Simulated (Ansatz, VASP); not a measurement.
One calculation of Al, two programs

INCAR

```
PREC = Accurate
ENCUT = 520
EDIFF = 1E-6
ISMEAR = -1
SIGMA = 0.08
LREAL = F
LASPH = T
NELM = 100
ALGO = Normal
ISIF = 2
LWAVE = F
LCHARG = F
LDIPOL = T
IDIPOL = 3
DIPOL = 0.5 0.5 0.500
NBANDS = 16
```

KPOINTS

```
regular mesh
0
Gamma
  14 10 1
```

The input POSCAR:

```
Al
1.0
    2.8165331402      0.0000000000      0.0000000000
    0.0000000000      3.9831793658      0.0000000000
    0.0000000000      0.0000000000     27.4775000000
Al
5
Direct
    0.0000000000      0.0000000000      0.4003275139
    0.5000000000      0.5000000000      0.4487485105
    0.0000000000      0.0000000000      0.5000000000
    0.5000000000      0.5000000000      0.5512514894
    0.0000000000      0.0000000000      0.5996724861
```

Input for Ansatz:

```yaml
crystal:
  lattice:
    - [2.8165331402, 0.0, 0.0]
    - [0.0, 3.9831793658, 0.0]
    - [0.0, 0.0, 27.4775]
  atoms:
    - { symbol: Al, position: [0.0, 0.0, 0.4003275139] }
    - { symbol: Al, position: [0.5, 0.5, 0.4487485105] }
    - { symbol: Al, position: [0.0, 0.0, 0.5] }
    - { symbol: Al, position: [0.5, 0.5, 0.5512514894] }
    - { symbol: Al, position: [0.0, 0.0, 0.5996724861] }
kpoints:
  mp_grid: { grid: [14, 10, 1] }
scf:
  occupations: { method: fermi_dirac, width: 0.08 }
hamiltonian:
  xc: lda
  pseudopotentials: { kind: paw }
output:
  forces: true
  stress: true
  eigenvalues: true
efield:
  axis: 3
  amplitude: 0
  dipole_correction: true
```

Alike in both runs: task single point; functional LDA; k mesh 14 × 10 × 1; occupations fermi-dirac, width 0.08 eV; no spin polarisation.

|  | VASP | Ansatz |
| --- | --- | --- |
| version | VASP 6.6.1 | Ansatz 0.2.0 |
| potentials or method | VASP PAW LDA potentials, release 64 (Al) | PAW with Ansatz's default frozen-core files, scalar-relativistic |
| plane-wave cutoff (eV) | 520 | 420 |
| valence electrons in the cell | 15 | 15 |

Ansatz gave:

| Property | Result |
| --- | --- |
| rms of the force components (eV/Å) | 0.001 |

**Question.** What did VASP give for the same quantities?

**Answer.** rms of the force components (eV/Å): 0.003.

LDA's correlation is that of Perdew and Zunger in VASP and of Perdew and Wang (1992) in Ansatz. Atom by atom the forces differ by 0.002 eV/Å (rms over components).
